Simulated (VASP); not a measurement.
# SrVO3 (Pm-3m) in VASP: single point with PBE

Aim: the single point of SrVO3 with PBE.

Program: VASP 6.6.1. These are calculated values, not measurements. Logs are shortened: lines on timing, memory, paths and dates and some standing lists are left out, and cuts for length are marked.

## 1. The cell of the first run

It takes space group Pm-3m (No. 221, cubic). The conventional cell has a = 3.841 Å, b = 3.841 Å, c = 3.841 Å, α = 90.00°, β = 90.00°, γ = 90.00°. Within 3.6 Å of Sr (site symmetry m-3m) lie 12 O at 2.72 Å and 8 V at 3.33 Å. Within 2.5 Å of V (site symmetry m-3m) lie 6 O at 1.92 Å. Within 2.5 Å of O (site symmetry 4/mmm) lie 2 V at 1.92 Å.

## 2. Single point, PBE, collinear spin, ferromagnetic start

The input, INCAR:

```
ALGO = Normal
EDIFF = 1E-6
ENCUT = 600
GGA = PE
GGA_COMPAT = F
ISIF = 2
ISMEAR = -1
ISPIN = 2
LASPH = T
LCHARG = F
LMAXMIX = 4
LORBIT = 11
LREAL = F
LWAVE = F
MAGMOM = 0 1 0 0 0
NBANDS = 32
NELM = 200
PREC = Accurate
SIGMA = 0.1
```

The input, KPOINTS:

```
k-points
0
Gamma
  6 6 6
```

The input, POSCAR:

```
SrVO3
1.0
    3.8409000000      0.0000000000      0.0000000000
    0.0000000000      3.8409000000      0.0000000000
    0.0000000000      0.0000000000      3.8409000000
Sr V O
1 1 3
Direct
    0.5000000000      0.5000000000      0.5000000000
    0.0000000000      0.0000000000      0.0000000000
    0.5000000000      0.0000000000      0.0000000000
    0.0000000000      0.0000000000      0.5000000000
    0.0000000000      0.5000000000      0.0000000000
```

Potentials or basis: VASP PAW PBE potentials, release 64 (Sr_sv, V_sv, O).

Command:

```
cat potpaw_PBE.64/Sr_sv/POTCAR potpaw_PBE.64/V_sv/POTCAR potpaw_PBE.64/O/POTCAR > POTCAR
mpirun -np 1 vasp_std > vasp.out
```

OUTCAR:

```text
EDIFF = 1E-6
   ENCUT = 600
   GGA = PE
   ISIF = 2
   ISMEAR = -1
   ISPIN = 2
   LASPH = T
   LORBIT = 11
   LREAL = F
   NELM = 200
   PREC = Accurate

 ion  position               nearest neighbor table
   1  0.500  0.500  0.500-   3 2.72   4 2.72   5 2.72   3 2.72   5 2.72   3 2.72   4 2.72   3 2.72
                             4 2.72   5 2.72   5 2.72   4 2.72   2 3.33   2 3.33   2 3.33   2 3.33
   2  0.000  0.000  0.000-   3 1.92   4 1.92   5 1.92   4 1.92   5 1.92   3 1.92   1 3.33   1 3.33
                             1 3.33   1 3.33   1 3.33   1 3.33   1 3.33   1 3.33
   3  0.500  0.000  0.000-   2 1.92   2 1.92   1 2.72   1 2.72   1 2.72   1 2.72
   4  0.000  0.000  0.500-   2 1.92   2 1.92   1 2.72   1 2.72   1 2.72   1 2.72
   5  0.000  0.500  0.000-   2 1.92   2 1.92   1 2.72   1 2.72   1 2.72   1 2.72

  LATTYP: Found a simple cubic cell.
 ALAT       =     3.8409000000

  Lattice vectors:

 A1 = (   3.8409000000,   0.0000000000,   0.0000000000)
 A2 = (   0.0000000000,   3.8409000000,   0.0000000000)
 A3 = (   0.0000000000,   0.0000000000,   3.8409000000)

Analysis of symmetry for initial positions (statically):
=====================================================================
 Subroutine PRICEL returns:
 Original cell was already a primitive cell.

 Routine SETGRP: Setting up the symmetry group for a
 simple cubic supercell.

 Subroutine GETGRP returns: Found 48 space group operations
 (whereof 48 operations were pure point group operations)
 out of a pool of 48 trial point group operations.

The static configuration has the point symmetry O_h .

Analysis of symmetry for dynamics (positions and initial velocities):
=====================================================================
 Subroutine PRICEL returns:
 Original cell was already a primitive cell.

 Routine SETGRP: Setting up the symmetry group for a
 simple cubic supercell.

 Subroutine GETGRP returns: Found 48 space group operations
 (whereof 48 operations were pure point group operations)
 out of a pool of 48 trial point group operations.

The dynamic configuration has the point symmetry O_h .

Analysis of structural, dynamic, and magnetic symmetry:
=====================================================================
 Subroutine PRICEL returns:
 Original cell was already a primitive cell.

 Routine SETGRP: Setting up the symmetry group for a
 simple cubic supercell.

 Subroutine GETGRP returns: Found 48 space group operations
 (whereof 48 operations were pure point group operations)
 out of a pool of 48 trial point group operations.

The overall configuration has the point symmetry O_h .

 Subroutine INISYM returns: Found 48 space group operations
 (whereof 48 operations are pure point group operations),
 and found     1 'primitive' translations

----------------------------------------------------------------------------------------

                                     Primitive cell

  volume of cell :      56.6629

  direct lattice vectors                    reciprocal lattice vectors
     3.840900000  0.000000000  0.000000000     0.260355646  0.000000000  0.000000000
     0.000000000  3.840900000  0.000000000     0.000000000  0.260355646  0.000000000
     0.000000000  0.000000000  3.840900000     0.000000000  0.000000000  0.260355646

  length of vectors
     3.840900000  3.840900000  3.840900000     0.260355646  0.260355646  0.260355646

  position of ions in fractional coordinates (direct lattice)
     0.500000000  0.500000000  0.500000000
     0.000000000  0.000000000  0.000000000
     0.500000000  0.000000000  0.000000000
     0.000000000  0.000000000  0.500000000
     0.000000000  0.500000000  0.000000000

  ion indices of the primitive-cell ions
   primitive index   ion index
                 1           1
                 2           2
                 3           3
                 4           4
                 5           5

----------------------------------------------------------------------------------------

 KPOINTS: k-points

Automatic generation of k-mesh.
 Grid dimensions read from file:
 generate k-points for:    6    6    6

 Generating k-lattice:

  Cartesian coordinates                     Fractional coordinates (reciprocal lattice)
     0.043392608  0.000000000  0.000000000     0.166666667  0.000000000  0.000000000
     0.000000000  0.043392608  0.000000000     0.000000000  0.166666667  0.000000000
     0.000000000  0.000000000  0.043392608     0.000000000  0.000000000  0.166666667

  Length of vectors
     0.043392608  0.043392608  0.043392608

  Shift w.r.t. Gamma in fractional coordinates (k-lattice)
     0.000000000  0.000000000  0.000000000

 Subroutine IBZKPT returns following result:
 ===========================================

 Found     20 irreducible k-points:

 Following reciprocal coordinates:
            Coordinates               Weight
  0.000000  0.000000  0.000000      1.000000
  0.166667  0.000000  0.000000      6.000000
  0.333333  0.000000  0.000000      6.000000
  0.500000  0.000000  0.000000      3.000000
  0.166667  0.166667  0.000000     12.000000
  0.333333  0.166667  0.000000     24.000000
[... 12 lines left out ...]
  0.500000  0.500000  0.333333      6.000000
  0.500000  0.500000  0.500000      1.000000
   k-points           NKPTS =     20   k-points in BZ     NKDIM =     20   number of bands    NBANDS=     32
   number of dos      NEDOS =    301   number of ions     NIONS =      5
   total plane-waves  NPLWV =  32768
   dimension x,y,z NGX =    32 NGY =   32 NGZ =   32
   dimension x,y,z NGXF=    64 NGYF=   64 NGZF=   64
   ions per type =               1   1   3
   NGX,Y,Z   is equivalent  to a cutoff of  13.85, 13.85, 13.85 a.u.
   NGXF,Y,Z  is equivalent  to a cutoff of  27.70, 27.70, 27.70 a.u.
 SYSTEM =  unknown system
   PREC   = accura    normal or accurate (medium, high low for compatibility)
   ISTART =      0    job   : 0-new  1-cont  2-samecut
   ICHARG =      2    charge: 1-file 2-atom 10-const
   ISPIN  =      2    spin polarized calculation?
   LNONCOLLINEAR =      F non collinear calculations
   LSORBIT =      F    spin-orbit coupling
   LASPH  =      T    aspherical Exc in radial PAW
   ENCUT  =  600.0 eV  44.10 Ry    6.64 a.u.   7.67  7.67  7.67*2*pi/ulx,y,z
   NELM   =    200;   NELMIN=  2; NELMDL= -5     # of ELM steps
   EDIFF  = 0.1E-05   stopping-criterion for ELM
   LREAL  =      F    real-space projection
   EDIFFG = 0.1E-04   stopping-criterion for IOM
   NSW    =      0    number of steps for IOM
   IBRION =     -1    ionic relax: 0-MD 1-quasi-New 2-CG
   NFREE  =      0    steps in history (QN), initial steepest desc. (CG)
   ISIF   =      2    stress and relaxation
   ISYM   =      2    0-nonsym 1-usesym 2-fastsym
   POTIM  = 0.5000    time-step for ionic-motion
   TEBEG  =    0.0;   TEEND  =   0.0 temperature during run
   PSTRESS=    0.0 pullay stress
   NELECT =      41.0000    total number of electrons
   NUPDOWN=      -1.0000    fix difference up-down
   EMIN   =  10.00;   EMAX   =-10.00  energy-range for DOS
   EFERMI =   0.00;   METHOD = LEGACY
   ISMEAR =    -1;   SIGMA  =   0.10  broadening in eV -4-tet -1-fermi 0-gaus
   EFERMI_NEDOS =   21; number of points for ismear=-14 and -15
   IALGO  =     38    algorithm
   IMIX   =      4    mixing-type and parameters
     AMIX     =   0.40;   BMIX     =  1.00
     AMIX_MAG =   1.60;   BMIX_MAG =  1.00
  volume/ion in A,a.u.               =      11.33        76.48
  Fermi-wavevector in a.u.,A,eV,Ry     =   1.469726  2.777380 29.389880  2.160095
  Thomas-Fermi vector in A             =   2.585069
   LORBIT       =     11    0 simple, 1 ext, 2 COOP (PROOUT), +10 PAW based schemes
   GGA     = PE    functional components
   LHFCALC =     F    Hartree Fock is set to
   AEXX    =    0.0000 exact exchange contribution
   IVDW    =     0    specifies the selected vdW correction
   LEPSILON=     F    determine dielectric tensor
   LRPA    =     F    only Hartree local field effects (RPA)
 spin polarized calculation
  energy-cutoff  :      600.00
  volume of cell :       56.66
 maximum number of plane-waves:      1924
 NGX is ok and might be reduce to    32
   NGX = 15   NGY = 15   NGZ = 15

 number of electron      40.9999997 magnetization       0.0092142

 number of electron      40.9999997 magnetization      -0.0020045

 Free energy of the ion-electron system (eV)
  ---------------------------------------------------
  ext. energy  EPLUGINS =         0.00000000
  ---------------------------------------------------
  free energy    TOTEN  =       -39.29618177 eV

  energy without entropy =      -39.23348812  energy(sigma->0) =      -39.26483495

 E-fermi :   6.2351     XC(G=0): -11.5743

 val. band max:        6.2026963345   @ k =   0.1667   0.1667   0.1667
 cond. band min:       6.2428547012   @ k =   0.1667   0.1667   0.0000
 fundamental gap:      0.0401583667
 Fermi energy:         6.2350515192

 spin component 1

 k-point     1 :       0.0000    0.0000    0.0000
  band No.  band energies     occupation
      1     -59.5585      1.00000
      2     -33.3938      1.00000
      3     -33.3938      1.00000
      4     -33.3938      1.00000
      5     -28.2583      1.00000
      6     -13.4674      1.00000
[... 24 lines left out ...]
     31      12.8382      0.00000
     32      19.6455      0.00000

 k-point     2 :       0.1667    0.0000    0.0000
  band No.  band energies     occupation
      1     -59.5583      1.00000
      2     -33.4029      1.00000
      3     -33.3934      1.00000
      4     -33.3934      1.00000
      5     -28.2502      1.00000
      6     -13.4786      1.00000
[... 24 lines left out ...]
     31      13.1481      0.00000
     32      19.6445      0.00000
[... 593 lines left out ...]
     31      15.4856      0.00000
     32      18.7960      0.00000

 k-point    20 :       0.5000    0.5000    0.5000
  band No.  band energies     occupation
      1     -59.5563      1.00000
      2     -33.4250      1.00000
      3     -33.4250      1.00000
      4     -33.4250      1.00000
      5     -28.1798      1.00000
      6     -12.0905      1.00000
[... 24 lines left out ...]
     31      15.1097      0.00000
     32      19.3176      0.00000
 Fermi energy:         6.2350515192

 spin component 2

 k-point     1 :       0.0000    0.0000    0.0000
  band No.  band energies     occupation
      1     -59.5606      1.00000
      2     -33.3959      1.00000
      3     -33.3959      1.00000
      4     -33.3959      1.00000
      5     -28.2583      1.00000
      6     -13.4675      1.00000
[... 24 lines left out ...]
     31      12.8380      0.00000
     32      19.6445      0.00000

 k-point     2 :       0.1667    0.0000    0.0000
  band No.  band energies     occupation
      1     -59.5604      1.00000
      2     -33.4049      1.00000
      3     -33.3955      1.00000
      4     -33.3955      1.00000
      5     -28.2503      1.00000
      6     -13.4786      1.00000
[... 24 lines left out ...]
     31      13.1479      0.00000
     32      19.6437      0.00000
[... 593 lines left out ...]
     31      15.4855      0.00000
     32      18.7960      0.00000

 k-point    20 :       0.5000    0.5000    0.5000
  band No.  band energies     occupation
      1     -59.5583      1.00000
      2     -33.4270      1.00000
      3     -33.4270      1.00000
      4     -33.4270      1.00000
      5     -28.1798      1.00000
      6     -12.0905      1.00000
[... 24 lines left out ...]
     31      15.1096      0.00000
     32      19.3176      0.00000

------------------------ aborting loop because EDIFF is reached ----------------------------------------

  FORCE on cell =-STRESS in cart. coord.  units (eV):
  Direction    XX          YY          ZZ          XY          YZ          ZX
  --------------------------------------------------------------------------------------
  -------------------------------------------------------------------------------------
  Total        1.1603229      1.1603229      1.1603229     -0.0000000      0.0000000     -0.0000000
  in kB       32.8088078     32.8088078     32.8088078     -0.0000000      0.0000000     -0.0000000
  external PRESSURE =      32.8088078 kB  Pullay stress =       0.0000000 kB

 VOLUME and BASIS-vectors are now :
 -----------------------------------------------------------------------------
  energy-cutoff  :      600.00
  volume of cell :       56.66
      direct lattice vectors                 reciprocal lattice vectors
     3.840900000  0.000000000  0.000000000     0.260355646  0.000000000  0.000000000
     0.000000000  3.840900000  0.000000000     0.000000000  0.260355646  0.000000000
     0.000000000  0.000000000  3.840900000     0.000000000  0.000000000  0.260355646

 POSITION                                       TOTAL-FORCE (eV/Angst)
 -----------------------------------------------------------------------------------
      1.92045      1.92045      1.92045         0.000000      0.000000      0.000000
      0.00000      0.00000      0.00000         0.000000      0.000000      0.000000
      1.92045      0.00000      0.00000         0.000000      0.000000      0.000000
      0.00000      0.00000      1.92045         0.000000      0.000000      0.000000
      0.00000      1.92045      0.00000         0.000000      0.000000      0.000000
 -----------------------------------------------------------------------------------
    total drift:                                0.000000      0.000000     -0.000000

  FREE ENERGIE OF THE ION-ELECTRON SYSTEM (eV)
  ---------------------------------------------------
  free  energy   TOTEN  =       -39.2961817671 eV

  energy  without entropy=      -39.2334881244  energy(sigma->0) =      -39.26483495

 total charge

# of ion       s       p       d       tot
------------------------------------------
    1        2.000   5.803   0.219   8.021
    2        2.285   6.350   2.955  11.590
    3        1.561   3.485   0.000   5.046
    4        1.561   3.485   0.000   5.046
    5        1.561   3.485   0.000   5.046
--------------------------------------------------
tot          8.968  22.608   3.174  34.749

 magnetization (x)

# of ion       s       p       d       tot
------------------------------------------
    1       -0.000   0.000  -0.000  -0.000
    2       -0.000  -0.000  -0.002  -0.002
    3        0.000   0.000   0.000   0.000
    4        0.000   0.000   0.000   0.000
    5        0.000   0.000   0.000   0.000
--------------------------------------------------
tot         -0.000   0.000  -0.002  -0.002
```

Run time: 1.8 min. Hardware: 1 thread of Intel Xeon Platinum 8259CL at 2.50GHz (Skylake/Cascade Lake), shared host; peak memory 0.25 GiB.

What came out:

* Free energy: -39.2962 eV
* Pressure: 3.3 GPa
* Net moment: 0.00 μB per cell
* Valence electrons inside the program's atomic spheres: Sr 8.02; V 11.59; O 5.05

Caveat: the cell stands under pressure; the moments typed at the start vanished in this run; semilocal functionals often make such compounds metallic where correlation or magnetic order opens a gap, which also shifts bond lengths.
